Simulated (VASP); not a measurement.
# CaZr3 (Pm-3m) in VASP: further runs

The runs below take CaZr3 through single point, relaxation of cell and atoms, with PBE.

All numbers are computed with VASP 6.6.1; they aren't measurements. Logs are shortened: lines on timing, memory, paths and dates and some standing lists are left out, and cuts for length are marked.

## Step 1: The cell of the first run

The structure is cubic, space group Pm-3m (No. 221). The conventional cell has a = 4.221 Å, b = 4.221 Å, c = 4.221 Å, α = 90.00°, β = 90.00°, γ = 90.00°. Within 3.9 Å of Ca (site symmetry m-3m) lie 12 Zr at 2.98 Å. Zr (site symmetry 4/mmm) has 4 Ca at 2.98 Å and 8 Zr at 2.98 Å within 3.9 Å.

## Step 2: Single point, PBE

Contents of INCAR:

```
SYSTEM = CaZr3
  PREC = Accurate
  ENCUT = 520
  EDIFF = 1E-6
  ISMEAR = 0
  SIGMA = 0.1
  LREAL = .False.
  LASPH = .True.
  NELM = 80
  ALGO = Normal
  ISIF = 2
  LWAVE = .False.
  LCHARG = .False.
  GGA = PE
  NBANDS = 31
```

Contents of KPOINTS:

```
Automatic mesh
0
Gamma
  4 4 4
  0 0 0
```

Contents of POSCAR:

```
CaZr3
1.0
    4.2210320545      0.0000000000      0.0000000000
    0.0000000000      4.2210320545      0.0000000000
    0.0000000000      0.0000000000      4.2210320545
Ca Zr
1 3
Direct
    0.0000000000      0.0000000000      0.0000000000
    0.0000000000      0.5000000000      0.5000000000
    0.5000000000      0.0000000000      0.5000000000
    0.5000000000      0.5000000000      0.0000000000
```

Potentials or basis: VASP PAW PBE potentials, release 64 (Ca_sv, Zr_sv).

On the command line:

```
> cat potpaw_PBE.64/Ca_sv/POTCAR potpaw_PBE.64/Zr_sv/POTCAR > POTCAR
> mpirun -np 1 vasp_std > vasp.out
```

OUTCAR:

```text
SYSTEM = CaZr3
   PREC = Accurate
   ENCUT = 520
   EDIFF = 1E-6
   ISMEAR = 0
   LREAL = .False.
   LASPH = .True.
   NELM = 80
   ISIF = 2
   GGA = PE

 ion  position               nearest neighbor table
   1  0.000  0.000  0.000-   2 2.98   3 2.98   4 2.98   2 2.98   3 2.98   2 2.98   4 2.98   2 2.98
                             3 2.98   4 2.98   3 2.98   4 2.98
   2  0.000  0.500  0.500-   1 2.98   3 2.98   4 2.98   1 2.98   4 2.98   1 2.98   3 2.98   1 2.98
                             3 2.98   4 2.98   4 2.98   3 2.98
   3  0.500  0.000  0.500-   1 2.98   2 2.98   4 2.98   1 2.98   4 2.98   2 2.98   4 2.98   4 2.98
                             1 2.98   2 2.98   1 2.98   2 2.98
   4  0.500  0.500  0.000-   1 2.98   2 2.98   3 2.98   2 2.98   3 2.98   1 2.98   3 2.98   3 2.98
                             1 2.98   2 2.98   2 2.98   1 2.98

  LATTYP: Found a simple cubic cell.
 ALAT       =     4.2210320545

  Lattice vectors:

 A1 = (   4.2210320545,   0.0000000000,   0.0000000000)
 A2 = (   0.0000000000,   4.2210320545,   0.0000000000)
 A3 = (   0.0000000000,   0.0000000000,   4.2210320545)

Analysis of symmetry for initial positions (statically):
=====================================================================
 Subroutine PRICEL returns:
 Original cell was already a primitive cell.

 Routine SETGRP: Setting up the symmetry group for a
 simple cubic supercell.

 Subroutine GETGRP returns: Found 48 space group operations
 (whereof 48 operations were pure point group operations)
 out of a pool of 48 trial point group operations.

The static configuration has the point symmetry O_h .

Analysis of symmetry for dynamics (positions and initial velocities):
=====================================================================
 Subroutine PRICEL returns:
 Original cell was already a primitive cell.

 Routine SETGRP: Setting up the symmetry group for a
 simple cubic supercell.

 Subroutine GETGRP returns: Found 48 space group operations
 (whereof 48 operations were pure point group operations)
 out of a pool of 48 trial point group operations.

The dynamic configuration has the point symmetry O_h .

 Subroutine INISYM returns: Found 48 space group operations
 (whereof 48 operations are pure point group operations),
 and found     1 'primitive' translations

----------------------------------------------------------------------------------------

                                     Primitive cell

  volume of cell :      75.2066

  direct lattice vectors                    reciprocal lattice vectors
     4.221032055  0.000000000  0.000000000     0.236908886  0.000000000  0.000000000
     0.000000000  4.221032055  0.000000000     0.000000000  0.236908886  0.000000000
     0.000000000  0.000000000  4.221032055     0.000000000  0.000000000  0.236908886

  length of vectors
     4.221032055  4.221032055  4.221032055     0.236908886  0.236908886  0.236908886

  position of ions in fractional coordinates (direct lattice)
     0.000000000  0.000000000  0.000000000
     0.000000000  0.500000000  0.500000000
     0.500000000  0.000000000  0.500000000
     0.500000000  0.500000000  0.000000000

  ion indices of the primitive-cell ions
   primitive index   ion index
                 1           1
                 2           2
                 3           3
                 4           4

----------------------------------------------------------------------------------------

 KPOINTS: Automatic mesh

Automatic generation of k-mesh.
 Grid dimensions read from file:
 generate k-points for:    4    4    4

 Generating k-lattice:

  Cartesian coordinates                     Fractional coordinates (reciprocal lattice)
     0.059227221  0.000000000  0.000000000     0.250000000  0.000000000  0.000000000
     0.000000000  0.059227221  0.000000000     0.000000000  0.250000000  0.000000000
     0.000000000  0.000000000  0.059227221     0.000000000  0.000000000  0.250000000

  Length of vectors
     0.059227221  0.059227221  0.059227221

  Shift w.r.t. Gamma in fractional coordinates (k-lattice)
     0.000000000  0.000000000  0.000000000

 Subroutine IBZKPT returns following result:
 ===========================================

 Found     10 irreducible k-points:

 Following reciprocal coordinates:
            Coordinates               Weight
  0.000000  0.000000  0.000000      1.000000
  0.250000  0.000000  0.000000      6.000000
  0.500000  0.000000  0.000000      3.000000
  0.250000  0.250000  0.000000     12.000000
  0.500000  0.250000  0.000000     12.000000
  0.500000  0.500000  0.000000      3.000000
  0.250000  0.250000  0.250000      8.000000
  0.500000  0.250000  0.250000     12.000000
  0.500000  0.500000  0.250000      6.000000
  0.500000  0.500000  0.500000      1.000000
   k-points           NKPTS =     10   k-points in BZ     NKDIM =     10   number of bands    NBANDS=     31
   number of dos      NEDOS =    301   number of ions     NIONS =      4
   total plane-waves  NPLWV =  32768
   dimension x,y,z NGX =    32 NGY =   32 NGZ =   32
   dimension x,y,z NGXF=    64 NGYF=   64 NGZF=   64
   ions per type =               1   3
   NGX,Y,Z   is equivalent  to a cutoff of  12.60, 12.60, 12.60 a.u.
   NGXF,Y,Z  is equivalent  to a cutoff of  25.21, 25.21, 25.21 a.u.
 SYSTEM =  CaZr3
   PREC   = accura    normal or accurate (medium, high low for compatibility)
   ISTART =      0    job   : 0-new  1-cont  2-samecut
   ICHARG =      2    charge: 1-file 2-atom 10-const
   ISPIN  =      1    spin polarized calculation?
   LNONCOLLINEAR =      F non collinear calculations
   LSORBIT =      F    spin-orbit coupling
   LASPH  =      T    aspherical Exc in radial PAW
   ENCUT  =  520.0 eV  38.22 Ry    6.18 a.u.   7.85  7.85  7.85*2*pi/ulx,y,z
   NELM   =     80;   NELMIN=  2; NELMDL= -5     # of ELM steps
   EDIFF  = 0.1E-05   stopping-criterion for ELM
   LREAL  =      F    real-space projection
   EDIFFG = 0.1E-04   stopping-criterion for IOM
   NSW    =      0    number of steps for IOM
   IBRION =     -1    ionic relax: 0-MD 1-quasi-New 2-CG
   NFREE  =      0    steps in history (QN), initial steepest desc. (CG)
   ISIF   =      2    stress and relaxation
   ISYM   =      2    0-nonsym 1-usesym 2-fastsym
   POTIM  = 0.5000    time-step for ionic-motion
   TEBEG  =    0.0;   TEEND  =   0.0 temperature during run
   PSTRESS=    0.0 pullay stress
   NELECT =      46.0000    total number of electrons
   NUPDOWN=      -1.0000    fix difference up-down
   EMIN   =  10.00;   EMAX   =-10.00  energy-range for DOS
   EFERMI =   0.00;   METHOD = LEGACY
   ISMEAR =     0;   SIGMA  =   0.10  broadening in eV -4-tet -1-fermi 0-gaus
   EFERMI_NEDOS =   21; number of points for ismear=-14 and -15
   IALGO  =     38    algorithm
   IMIX   =      4    mixing-type and parameters
     AMIX     =   0.40;   BMIX     =  1.00
     AMIX_MAG =   1.60;   BMIX_MAG =  1.00
  volume/ion in A,a.u.               =      18.80       126.88
  Fermi-wavevector in a.u.,A,eV,Ry     =   1.389661  2.626078 26.274986  1.931157
  Thomas-Fermi vector in A             =   2.513670
   LORBIT       =      0    0 simple, 1 ext, 2 COOP (PROOUT), +10 PAW based schemes
   GGA     = PE    functional components
   LHFCALC =     F    Hartree Fock is set to
   AEXX    =    0.0000 exact exchange contribution
   IVDW    =     0    specifies the selected vdW correction
   LEPSILON=     F    determine dielectric tensor
   LRPA    =     F    only Hartree local field effects (RPA)
 non-spin polarized calculation
 Gauss-broadening in eV      SIGMA  =   0.10
  energy-cutoff  :      520.00
  volume of cell :       75.21
 maximum number of plane-waves:      2048
 NGX is ok and might be reduce to    32
   NGX = 15   NGY = 15   NGZ = 15

 number of electron      45.9999996 magnetization

 Free energy of the ion-electron system (eV)
  ---------------------------------------------------
  ext. energy  EPLUGINS =         0.00000000
  ---------------------------------------------------
  free energy    TOTEN  =       -24.21508335 eV

  energy without entropy =      -24.20355833  energy(sigma->0) =      -24.20932084

 E-fermi :  10.0831     XC(G=0): -11.7654

 val. band max:        9.9223845448   @ k =   0.5000   0.2500   0.2500
 cond. band min:      10.1435260886   @ k =   0.5000   0.2500   0.0000
 fundamental gap:      0.2211415438
 Fermi energy:        10.0831160465

 k-point     1 :       0.0000    0.0000    0.0000
  band No.  band energies     occupation
      1     -38.2876      2.00000
      2     -37.9533      2.00000
      3     -37.9533      2.00000
      4     -29.5992      2.00000
      5     -16.9220      2.00000
      6     -16.9220      2.00000
[... 23 lines left out ...]
     30      14.7424      0.00000
     31      14.7424      0.00000

 k-point     2 :       0.2500    0.0000    0.0000
  band No.  band energies     occupation
      1     -38.2451      2.00000
      2     -37.9962      2.00000
      3     -37.9526      2.00000
      4     -29.6022      2.00000
      5     -16.8179      2.00000
      6     -16.8179      2.00000
[... 23 lines left out ...]
     30      13.5255      0.00000
     31      14.7478      0.00000

 k-point     3 :       0.5000    0.0000    0.0000
  band No.  band energies     occupation
      1     -38.1757      2.00000
      2     -38.0659      2.00000
      3     -37.9519      2.00000
      4     -29.6053      2.00000
      5     -16.6653      2.00000
      6     -16.6653      2.00000
[... 23 lines left out ...]
     30      13.1881      0.00000
     31      13.1881      0.00000

 k-point     4 :       0.2500    0.2500    0.0000
  band No.  band energies     occupation
      1     -38.2072      2.00000
      2     -38.0086      2.00000
      3     -37.9769      2.00000
      4     -29.6039      2.00000
      5     -16.8583      2.00000
      6     -16.7114      2.00000
[... 23 lines left out ...]
     30      13.3535      0.00000
     31      14.2836      0.00000

 k-point     5 :       0.5000    0.2500    0.0000
  band No.  band energies     occupation
      1     -38.1427      2.00000
      2     -38.0645      2.00000
      3     -37.9844      2.00000
      4     -29.6056      2.00000
      5     -16.7374      2.00000
      6     -16.6645      2.00000
[... 23 lines left out ...]
     30      13.3569      0.00000
     31      13.4261      0.00000

 k-point     6 :       0.5000    0.5000    0.0000
  band No.  band energies     occupation
      1     -38.0634      2.00000
      2     -38.0632      2.00000
      3     -38.0632      2.00000
      4     -29.6059      2.00000
      5     -16.8111      2.00000
      6     -16.7901      2.00000
[... 23 lines left out ...]
     30      12.4261      0.00000
     31      12.4261      0.00000

 k-point     7 :       0.2500    0.2500    0.2500
  band No.  band energies     occupation
      1     -38.1754      2.00000
      2     -38.0078      2.00000
      3     -38.0078      2.00000
      4     -29.6041      2.00000
      5     -16.9862      2.00000
      6     -16.6187      2.00000
[... 23 lines left out ...]
     30      12.9262      0.00000
     31      13.5382      0.00000

 k-point     8 :       0.5000    0.2500    0.2500
  band No.  band energies     occupation
      1     -38.1188      2.00000
      2     -38.0633      2.00000
      3     -38.0069      2.00000
      4     -29.6043      2.00000
      5     -16.9905      2.00000
      6     -16.6950      2.00000
[... 23 lines left out ...]
     30      12.4390      0.00000
     31      12.5225      0.00000

 k-point     9 :       0.5000    0.5000    0.2500
  band No.  band energies     occupation
      1     -38.0622      2.00000
      2     -38.0621      2.00000
      3     -38.0621      2.00000
      4     -29.6030      2.00000
      5     -17.1037      2.00000
      6     -16.8484      2.00000
[... 23 lines left out ...]
     30      12.0839      0.00000
     31      12.0839      0.00000

 k-point    10 :       0.5000    0.5000    0.5000
  band No.  band energies     occupation
      1     -38.0611      2.00000
      2     -38.0611      2.00000
      3     -38.0611      2.00000
      4     -29.6001      2.00000
      5     -17.2963      2.00000
      6     -16.8851      2.00000
[... 23 lines left out ...]
     30      12.3981      0.00000
     31      12.3981      0.00000

------------------------ aborting loop because EDIFF is reached ----------------------------------------

  FORCE on cell =-STRESS in cart. coord.  units (eV):
  Direction    XX          YY          ZZ          XY          YZ          ZX
  --------------------------------------------------------------------------------------
  -------------------------------------------------------------------------------------
  Total       14.7081243     14.7081243     14.7081243     -0.0000000      0.0000000     -0.0000000
  in kB      313.3371751    313.3371751    313.3371751     -0.0000000      0.0000000     -0.0000000
  external PRESSURE =     313.3371751 kB  Pullay stress =       0.0000000 kB

 VOLUME and BASIS-vectors are now :
 -----------------------------------------------------------------------------
  energy-cutoff  :      520.00
  volume of cell :       75.21
      direct lattice vectors                 reciprocal lattice vectors
     4.221032055  0.000000000  0.000000000     0.236908886  0.000000000  0.000000000
     0.000000000  4.221032055  0.000000000     0.000000000  0.236908886  0.000000000
     0.000000000  0.000000000  4.221032055     0.000000000  0.000000000  0.236908886

 POSITION                                       TOTAL-FORCE (eV/Angst)
 -----------------------------------------------------------------------------------
      0.00000      0.00000      0.00000         0.000000      0.000000      0.000000
      0.00000      2.11052      2.11052         0.000000      0.000000      0.000000
      2.11052      0.00000      2.11052         0.000000      0.000000      0.000000
      2.11052      2.11052      0.00000         0.000000      0.000000      0.000000
 -----------------------------------------------------------------------------------
    total drift:                                0.000000     -0.000000     -0.000000

  FREE ENERGIE OF THE ION-ELECTRON SYSTEM (eV)
  ---------------------------------------------------
  free  energy   TOTEN  =       -24.2150833467 eV

  energy  without entropy=      -24.2035583293  energy(sigma->0) =      -24.20932084
```

It took 38 s on 1 thread of Oxide Virtual Turin-like, shared host; peak memory 0.14 GiB.

What came out:

```
Free energy            : -24.2151 eV
Pressure               : 31.3 GPa
Band gap on the k mesh : zero (band 23 reaches 10.76 eV, above the bottom of band 24 at 9.69 eV)
```

Levels at points of the mesh, in eV from the Fermi level:
| k point | band 20 | band 21 | band 22 | band 23 | band 24 | band 25 | band 26 | band 27 |
| --- | --- | --- | --- | --- | --- | --- | --- | --- |
| (0.00, 0.00, 0.00) | -3.24 | -2.51 | -2.51 | -2.51 | 1.66 | 1.66 | 1.66 | 4.60 |
| (0.50, 0.00, 0.00) | -1.47 | -1.45 | -0.32 | -0.32 | -0.26 | 0.31 | 0.31 | 1.54 |
| (0.50, 0.50, 0.00) | -1.09 | -0.49 | -0.40 | -0.40 | -0.38 | 0.28 | 0.28 | 0.30 |
| (0.50, 0.50, 0.50) | -3.01 | 0.68 | 0.68 | 0.68 | 1.41 | 1.41 | 1.41 | 2.13 |

Caveat: the k points lie up to 0.37 Å⁻¹ apart.

(Continued in part 2 of 2.)
